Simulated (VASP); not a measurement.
# BH3W12C12 in VASP: single point with LDA

Aim: the single point of BH3W12C12 with LDA.

Program: VASP 6.6.1. These are calculated values, not measurements. Logs are shortened: lines on timing, memory, paths and dates and some standing lists are left out, and cuts for length are marked.

### Step 1. The cell of the first run

The cell holds a slab with vacuum, 28 atoms: a = 5.796 Å, b = 5.796 Å, c = 19.072 Å, α = 90.00°, β = 90.00°, γ = 120.00°.

### Step 2. Single point, LDA

File INCAR:

```
SYSTEM = BH3W12C12
PREC = Accurate
ENCUT = 520
EDIFF = 1E-6
ISMEAR = -1
SIGMA = 0.05
LREAL = Auto
LASPH = .True.
NELM = 80
ALGO = Normal
ISIF = 2
LWAVE = .False.
LCHARG = .True.
LELF = .True.
LVHAR = .True.
NBANDS = 131
```

File KPOINTS:

```
Automatic mesh
0
Gamma
  3 3 1
  0 0 0
```

File POSCAR:

```
BH3W12C12
1.0
    5.7958000000      0.0000000000      0.0000000000
   -2.8979000000      5.0193100000      0.0000000000
    0.0000000000      0.0000000000     19.0722500000
W C B H
12 12 1 3
Direct
    0.0000000000      0.0000000000      0.0524321986
    0.0001561233     -0.0002450536      0.2001262043
    0.0004881234     -0.0003102020      0.3501505066
    0.0000000000      0.5000000000      0.0524321986
   -0.0002072176      0.4992504946      0.1983517938
   -0.0024772982      0.4982770540      0.3404543250
    0.5000000000      0.0000000000      0.0524321986
    0.4997498162     -0.0003657873      0.2002141331
    0.5009128503      0.0026573374      0.3499764317
    0.5000000000      0.5000000000      0.0524321986
    0.5000871218      0.4996134927      0.2000903407
    0.5003341893      0.5009192499      0.3514702251
    0.3333333665      0.1666667331      0.1265949219
    0.3329825588      0.1652946321      0.2739165017
    0.3251340039      0.1572941301      0.4128624572
    0.3333333665      0.6666667331      0.1265949219
    0.3372949461      0.6689913554      0.2710355097
    0.3087423194      0.6578493857      0.4146667541
    0.8333333665      0.1666667331      0.1265949219
    0.8305934852      0.1623812835      0.2708711348
    0.8648866613      0.2073526042      0.4203961777
    0.8333333665      0.6666667331      0.1265949219
    0.8309232439      0.6673967139      0.2706550092
    0.8534547293      0.6573797992      0.4115976353
    0.0365147146      0.4999561693      0.4495367353
   -0.3311336762      0.0818373442      0.4494393163
    0.3709480583      0.3148817268      0.4496704374
   -0.1242018231      0.6083750555      0.4736413375
```

Potentials or basis: VASP PAW LDA potentials, release 64 (W_sv, C, B, H).

Run with:

```sh
$ cat potpaw_LDA.64/W_sv/POTCAR potpaw_LDA.64/C/POTCAR potpaw_LDA.64/B/POTCAR potpaw_LDA.64/H/POTCAR > POTCAR
$ mpirun -np 1 vasp_std > vasp.out
```

OUTCAR:

```text
SYSTEM = BH3W12C12
   PREC = Accurate
   ENCUT = 520
   EDIFF = 1E-6
   ISMEAR = -1
   LREAL = Auto
   LASPH = .True.
   NELM = 80
   ISIF = 2

 ion  position               nearest neighbor table
   1  0.000  0.000  0.052-  22 2.19  13 2.19  19 2.19   2 2.82  10 2.90   4 2.90   4 2.90  10 2.90
                             7 2.90   7 2.90
   2  0.000  1.000  0.200-  23 2.14  20 2.14  22 2.18  13 2.18  14 2.18  19 2.18   1 2.82   3 2.86
                             8 2.90   5 2.90  11 2.90  11 2.90   8 2.90   5 2.90
   3  0.000  1.000  0.350-  15 2.02  24 2.08  21 2.19  14 2.21  20 2.25  23 2.25   2 2.86   9 2.89
                            12 2.89  12 2.90   6 2.90   9 2.90   6 2.90
   4  0.000  0.500  0.052-  19 2.19  16 2.19  22 2.19   5 2.78   7 2.90   1 2.90   1 2.90   7 2.90
                            10 2.90  10 2.90
   5  1.000  0.499  0.198-  19 2.16  16 2.16  22 2.16  23 2.18  20 2.18  17 2.19   6 2.71   4 2.78
                             2 2.90   8 2.90  11 2.90  11 2.90   8 2.90   2 2.90
   6  0.998  0.498  0.340-  24 2.04  25 2.09  18 2.11  21 2.11  20 2.15  23 2.15  17 2.16   5 2.71
                             9 2.88  12 2.90   3 2.90   3 2.90  12 2.91   9 2.93
   7  0.500  0.000  0.052-  16 2.19  19 2.19  13 2.19   8 2.82  10 2.90   4 2.90  10 2.90   4 2.90
                             1 2.90   1 2.90
   8  0.500  1.000  0.200-  20 2.14  17 2.14  14 2.18  16 2.18  13 2.18  19 2.19   7 2.82   9 2.86
                             2 2.90  11 2.90   5 2.90  11 2.90   5 2.90   2 2.90
   9  0.501  0.003  0.350-  15 2.05  26 2.08  18 2.13  14 2.20  20 2.24  17 2.25  21 2.27   8 2.86
                             6 2.88  12 2.89   3 2.89   3 2.90  12 2.91   6 2.93
  10  0.500  0.500  0.052-  13 2.19  22 2.19  16 2.19  11 2.82   1 2.90   7 2.90   7 2.90   1 2.90
                             4 2.90   4 2.90
  11  0.500  0.500  0.200-  23 2.14  17 2.15  13 2.18  22 2.18  16 2.18  14 2.19  10 2.82  12 2.89
                             8 2.90   2 2.90   5 2.90   2 2.90   5 2.90   8 2.90
  12  0.500  0.501  0.351-  15 2.08  27 2.10  24 2.11  18 2.13  14 2.24  17 2.26  23 2.26  11 2.89
                             9 2.89   3 2.89   6 2.90   3 2.90   9 2.91   6 2.91
  13  0.333  0.167  0.127-  11 2.18   2 2.18   8 2.18  10 2.19   1 2.19   7 2.19
  14  0.333  0.165  0.274-   8 2.18   2 2.18  11 2.19   9 2.20   3 2.21  12 2.24
  15  0.325  0.157  0.413-  27 1.07   3 2.02   9 2.05  12 2.08
  16  0.333  0.667  0.127-   5 2.16   8 2.18  11 2.18   7 2.19   4 2.19  10 2.19
  17  0.337  0.669  0.271-   8 2.14  11 2.15   6 2.16   5 2.19   9 2.25  12 2.26
  18  0.309  0.658  0.415-  25 1.52   6 2.11  12 2.13   9 2.13
  19  0.833  0.167  0.127-   5 2.16   2 2.18   8 2.19   4 2.19   7 2.19   1 2.19
  20  0.831  0.162  0.271-   8 2.14   2 2.14   6 2.15   5 2.18   9 2.24   3 2.25
  21  0.865  0.207  0.420-  26 1.14  25 1.58   6 2.11   3 2.19   9 2.27
  22  0.833  0.667  0.127-   5 2.16   2 2.18  11 2.18   1 2.19  10 2.19   4 2.19
  23  0.831  0.667  0.271-  11 2.14   2 2.14   6 2.15   5 2.18   3 2.25  12 2.26
  24  0.853  0.657  0.412-  28 1.24  25 1.86   6 2.04   3 2.08  12 2.11
  25  0.037  0.500  0.450-  28 1.43  18 1.52  21 1.58  24 1.86   6 2.09
  26  0.669  0.082  0.449-  21 1.14   9 2.08
  27  0.371  0.315  0.450-  15 1.07  12 2.10
  28  0.876  0.608  0.474-  24 1.24  25 1.43

  LATTYP: Found a hexagonal cell.
 ALAT       =     5.7958000000
 C/A-ratio  =     3.2907018876

  Lattice vectors:

 A1 = (   5.7958000000,   0.0000000000,   0.0000000000)
 A2 = (  -2.8979000000,   5.0193100000,   0.0000000000)
 A3 = (   0.0000000000,   0.0000000000,  19.0722500000)

Analysis of symmetry for initial positions (statically):
=====================================================================
 Subroutine PRICEL returns:
 Original cell was already a primitive cell.

 Routine SETGRP: Setting up the symmetry group for a
 hexagonal supercell.

 Subroutine GETGRP returns: Found  1 space group operations
 (whereof  1 operations were pure point group operations)
 out of a pool of 24 trial point group operations.

The static configuration has the point symmetry C_1 .

Analysis of symmetry for dynamics (positions and initial velocities):
=====================================================================
 Subroutine PRICEL returns:
 Original cell was already a primitive cell.

 Routine SETGRP: Setting up the symmetry group for a
 hexagonal supercell.

 Subroutine GETGRP returns: Found  1 space group operations
 (whereof  1 operations were pure point group operations)
 out of a pool of 24 trial point group operations.

The dynamic configuration has the point symmetry C_1 .

 Subroutine INISYM returns: Found  1 space group operations
 (whereof  1 operations are pure point group operations),
 and found     1 'primitive' translations

----------------------------------------------------------------------------------------

[... 85 lines left out ...]
     0.000000000  0.066410191  0.000000000     0.000000000  0.333333333  0.000000000
     0.000000000  0.000000000  0.052432199     0.000000000  0.000000000  1.000000000

  Length of vectors
     0.066410190  0.066410191  0.052432199

  Shift w.r.t. Gamma in fractional coordinates (k-lattice)
     0.000000000  0.000000000  0.000000000

 Subroutine IBZKPT returns following result:
 ===========================================

 Found      5 irreducible k-points:

 Following reciprocal coordinates:
            Coordinates               Weight
  0.000000  0.000000  0.000000      1.000000
  0.333333 -0.000000  0.000000      2.000000
  0.000000  0.333333  0.000000      2.000000
 -0.333333  0.333333  0.000000      2.000000
  0.333333  0.333333  0.000000      2.000000
   k-points           NKPTS =      5   k-points in BZ     NKDIM =      5   number of bands    NBANDS=    131
   number of dos      NEDOS =    301   number of ions     NIONS =     28
   total plane-waves  NPLWV = 331776
   dimension x,y,z NGX =    48 NGY =   48 NGZ =  144
   dimension x,y,z NGXF=    96 NGYF=   96 NGZF=  288
   ions per type =              12  12   1   3
   NGX,Y,Z   is equivalent  to a cutoff of  13.77, 13.77, 12.55 a.u.
   NGXF,Y,Z  is equivalent  to a cutoff of  27.54, 27.54, 25.10 a.u.
 SYSTEM =  BH3W12C12
   PREC   = accura    normal or accurate (medium, high low for compatibility)
   ISTART =      0    job   : 0-new  1-cont  2-samecut
   ICHARG =      2    charge: 1-file 2-atom 10-const
   ISPIN  =      1    spin polarized calculation?
   LNONCOLLINEAR =      F non collinear calculations
   LSORBIT =      F    spin-orbit coupling
   LASPH  =      T    aspherical Exc in radial PAW
   ENCUT  =  520.0 eV  38.22 Ry    6.18 a.u.  10.78 10.78 35.46*2*pi/ulx,y,z
   NELM   =     80;   NELMIN=  2; NELMDL= -5     # of ELM steps
   EDIFF  = 0.1E-05   stopping-criterion for ELM
   LREAL  =      T    real-space projection
   EDIFFG = 0.1E-04   stopping-criterion for IOM
   NSW    =      0    number of steps for IOM
   IBRION =     -1    ionic relax: 0-MD 1-quasi-New 2-CG
   NFREE  =      0    steps in history (QN), initial steepest desc. (CG)
   ISIF   =      2    stress and relaxation
   ISYM   =      2    0-nonsym 1-usesym 2-fastsym
   POTIM  = 0.5000    time-step for ionic-motion
   TEBEG  =    0.0;   TEEND  =   0.0 temperature during run
   PSTRESS=    0.0 pullay stress
   NELECT =     222.0000    total number of electrons
   NUPDOWN=      -1.0000    fix difference up-down
   EMIN   =  10.00;   EMAX   =-10.00  energy-range for DOS
   EFERMI =   0.00;   METHOD = LEGACY
   ISMEAR =    -1;   SIGMA  =   0.05  broadening in eV -4-tet -1-fermi 0-gaus
   EFERMI_NEDOS =   21; number of points for ismear=-14 and -15
   IALGO  =     38    algorithm
   IMIX   =      4    mixing-type and parameters
     AMIX     =   0.40;   BMIX     =  1.00
     AMIX_MAG =   1.60;   BMIX_MAG =  1.00
  volume/ion in A,a.u.               =      19.82       133.72
  Fermi-wavevector in a.u.,A,eV,Ry     =   1.206348  2.279668 19.800234  1.455276
  Thomas-Fermi vector in A             =   2.342018
   LORBIT       =      0    0 simple, 1 ext, 2 COOP (PROOUT), +10 PAW based schemes
   GGA     = CA    functional components
   LHFCALC =     F    Hartree Fock is set to
   AEXX    =    0.0000 exact exchange contribution
   IVDW    =     0    specifies the selected vdW correction
   LEPSILON=     F    determine dielectric tensor
   LRPA    =     F    only Hartree local field effects (RPA)
 non-spin polarized calculation
  energy-cutoff  :      520.00
  volume of cell :      554.83
 maximum number of plane-waves:     14967
 NGX is ok and might be reduce to    48
   NGX = 21   NGY = 21   NGZ = 71

 number of electron     221.9999986 magnetization

 Free energy of the ion-electron system (eV)
  ---------------------------------------------------
  ext. energy  EPLUGINS =         0.00000000
  ---------------------------------------------------
  free energy    TOTEN  =      -299.46014050 eV

  energy without entropy =     -299.41418407  energy(sigma->0) =     -299.43716228

 E-fermi :   2.3725     XC(G=0):  -7.6264

 val. band max:        2.2732325485   @ k =   0.0000   0.0000   0.0000
 cond. band min:       2.3984200224   @ k =   0.3333  -0.0000   0.0000
 fundamental gap:      0.1251874739
 Fermi energy:         2.3724631862

 k-point     1 :       0.0000    0.0000    0.0000
  band No.  band energies     occupation
      1     -71.2157      2.00000
      2     -71.1630      2.00000
      3     -71.1545      2.00000
      4     -71.1536      2.00000
      5     -71.1251      2.00000
      6     -71.0951      2.00000
[... 619 lines left out ...]
    122       4.4100      0.00000
    123       4.4323      0.00000
 [bands above 123 left out]

------------------------ aborting loop because EDIFF is reached ----------------------------------------

  FORCE on cell =-STRESS in cart. coord.  units (eV):
  Direction    XX          YY          ZZ          XY          YZ          ZX
  --------------------------------------------------------------------------------------
  -------------------------------------------------------------------------------------
  Total      -13.1767120    -11.8683400     -1.4676136      0.0215094      0.5663126     -0.3939531
  in kB      -38.0503183    -34.2721397     -4.2380198      0.0621124      1.6353377     -1.1376162
  external PRESSURE =     -25.5201593 kB  Pullay stress =       0.0000000 kB

 VOLUME and BASIS-vectors are now :
 -----------------------------------------------------------------------------
  energy-cutoff  :      520.00
  volume of cell :      554.83
      direct lattice vectors                 reciprocal lattice vectors
     5.795800000  0.000000000  0.000000000     0.172538735  0.099615286  0.000000000
    -2.897900000  5.019310000  0.000000000     0.000000000  0.199230572  0.000000000
     0.000000000  0.000000000 19.072250000     0.000000000  0.000000000  0.052432199

 POSITION                                       TOTAL-FORCE (eV/Angst)
 -----------------------------------------------------------------------------------
      0.00000      0.00000      1.00000         0.003102      0.009134      1.129318
     -2.89628      5.01808      3.81686        -0.026661     -0.002415     -0.009367
     -2.89417      5.01775      6.67816        -0.024860      0.196750     -0.240037
     -1.44895      2.50965      1.00000         0.009252      0.000446      0.871348
      4.34782      2.50589      3.78301         0.005733     -0.020034     -0.086904
      4.33749      2.50101      6.49323         0.052106     -0.008724     -0.378029
[... 20 lines left out ...]
      1.23745      1.58049      8.57623        -0.082267      0.799994      1.659134
      3.31294      3.05362      9.03341        -0.603726      0.574716     -0.082776
 -----------------------------------------------------------------------------------
    total drift:                                0.001897     -0.010633      0.022034

  FREE ENERGIE OF THE ION-ELECTRON SYSTEM (eV)
  ---------------------------------------------------
  free  energy   TOTEN  =      -299.4601405007 eV

  energy  without entropy=     -299.4141840690  energy(sigma->0) =     -299.43716228
```

Wall time 25 min (1 thread of AMD EPYC 7R43 (Zen 3), shared host); peak memory 0.59 GiB.

Results:

* Free energy: -299.4601 eV
* Largest force: 1.844 eV/Å
* Band gap on the k mesh: zero (bands 111 and 112 overlap by 0.80 eV)

Forces on the atoms (eV/Å):
```
W    0.003  0.009  1.129
W   -0.027 -0.002 -0.009
W   -0.025  0.197 -0.240
W    0.009  0.000  0.871
W    0.006 -0.020 -0.087
W    0.052 -0.009 -0.378
W   -0.005  0.001  1.155
W    0.047 -0.027 -0.039
W    0.003 -0.160  0.049
W   -0.011 -0.011  1.160
W    0.005 -0.025  0.067
W   -0.210  0.312 -0.514
C   -0.014  0.035 -1.166
C   -0.045  0.070  0.141
C    0.114 -1.079 -0.968
C    0.149  0.067 -1.236
C    0.038  0.024 -0.025
C    0.106  0.123  0.037
C   -0.011 -0.163 -1.232
C    0.031 -0.017 -0.001
C    0.245 -0.124  0.176
C   -0.149  0.064 -1.188
C   -0.010  0.028  0.049
C    0.187 -0.269  0.940
B    0.340 -0.386 -0.271
H   -0.143 -0.014  0.002
H   -0.082  0.800  1.659
H   -0.604  0.575 -0.083
```

Levels at points of the mesh, in eV from the Fermi level:
```csv
k point,band 109,band 110,band 111,band 112,band 113,band 114
"(0.00, 0.00, 0.00)",0.10,0.62,0.68,0.69,0.70,0.84
```

Caveat: the k points lie up to 0.42 Å⁻¹ apart, too coarse for converged energies and pressures of a metal; there is no dipole correction, which matters where the two faces differ; spin-orbit coupling is left out, which moves the levels of the heavy elements.

The gap in the log of VASP goes by the Fermi energy; the results here count the filled bands.